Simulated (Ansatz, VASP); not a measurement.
Two plane-wave programs on Cd2Se3

Contents of INCAR:

```
PREC     = Accurate       # precision mode
ENCUT    = 600            # plane-wave cutoff, eV
EDIFF    = 1E-6           # SCF threshold, eV
ISMEAR   = 0              # smearing method
SIGMA    = 0.2            # smearing width, eV
LREAL    = F              # projectors in reciprocal space
LASPH    = T              # aspherical terms in the spheres
NELM     = 80             # most SCF steps
ALGO     = Normal         # electronic algorithm
ISIF     = 3              # what is computed and relaxed
LWAVE    = F              # write WAVECAR
LCHARG   = F              # write CHGCAR
GGA      = PE             # functional
IBRION   = 2              # ionic algorithm
NSW      = 36             # ionic steps
EDIFFG   = -0.08          # ionic threshold
```

Contents of KPOINTS:

```
regular mesh
0
Gamma
  3 3 2
```

Contents of POSCAR:

```
Cd2Se3
1.0
    6.8840916700      0.0000000000      0.0000000000
   -3.4420458400      5.9617982700      0.0000000000
    0.0000000000      0.0000000000      7.8088652600
Cd Se
4 6
Direct
    0.3333333300      0.6666666700      0.6216035100
    0.6666666700      0.3333333300      0.1216035100
    0.3333333300      0.6666666700      0.2919730300
    0.6666666700      0.3333333300      0.7919730300
    0.5247421700      0.4752578300      0.3633507700
    0.5247421700      0.0494843400      0.3633507700
    0.9505156600      0.4752578300      0.3633507700
    0.4752578300      0.5247421700      0.8633507700
    0.4752578300      0.9505156600      0.8633507700
    0.0494843400      0.5247421700      0.8633507700
```

Input for Ansatz:

```yaml
crystal:
  lattice:
    - [6.88409167, 0.0, 0.0]
    - [-3.44204584, 5.96179827, 0.0]
    - [0.0, 0.0, 7.80886526]
  atoms:
    - { symbol: Cd, position: [0.33333333, 0.66666667, 0.62160351] }
    - { symbol: Cd, position: [0.66666667, 0.33333333, 0.12160351] }
    - { symbol: Cd, position: [0.33333333, 0.66666667, 0.29197303] }
    - { symbol: Cd, position: [0.66666667, 0.33333333, 0.79197303] }
    - { symbol: Se, position: [0.52474217, 0.47525783, 0.36335077] }
    - { symbol: Se, position: [0.52474217, 0.04948434, 0.36335077] }
    - { symbol: Se, position: [0.95051566, 0.47525783, 0.36335077] }
    - { symbol: Se, position: [0.47525783, 0.52474217, 0.86335077] }
    - { symbol: Se, position: [0.47525783, 0.95051566, 0.86335077] }
    - { symbol: Se, position: [0.04948434, 0.52474217, 0.86335077] }
basis:
  ecutwfc: 420
kpoints:
  mp_grid: { grid: [3, 3, 2] }
hamiltonian:
  xc: pbe
scf:
  occupations: { method: gaussian, width: 0.2 }
  lower_state_search: "off"
output:
  forces: true
  stress: true
  eigenvalues: true
relax:
  adjacent_minimum: "off"
  f_tol: 0.08
  max_steps: 16
  cell: { stress_tol: 0.8 }
```

Alike in both runs: task relaxation of cell and atoms; functional PBE; k mesh 3 × 3 × 2; occupations gaussian, width 0.2 eV; no spin polarisation.

|  | VASP | Ansatz |
| --- | --- | --- |
| version | VASP 6.6.1 | Ansatz 0.2.0 |
| potentials or method | VASP PAW PBE potentials, release 64 (Cd, Se), cutoff 600 eV | scalar-relativistic, plane waves, PAW |
| valence electrons in the cell | 84 | 176 |

Ansatz gave:

```
gap on the k mesh at the Fermi level, each at its own relaxed structure (eV) : none
relaxed volume (Å³/atom)                                                     : 32.86
relaxed length of the cell vector where the two differ most in proportion (Å)              : 6.827
```

Question: Estimate VASP's values.

Answer: gap on the k mesh at the Fermi level, each at its own relaxed structure (eV): none; relaxed volume (Å³/atom): 32.37; relaxed length of the cell vector where the two differ most in proportion (Å): 6.743.

A gap of «none» marks a metal or a gap that the smearing closes. VASP's potentials hold 84 valence electrons a cell and Ansatz's 176, so a difference there can come from the potentials and not from the codes.

The k mesh is coarse, so the values compare programs but aren't converged.
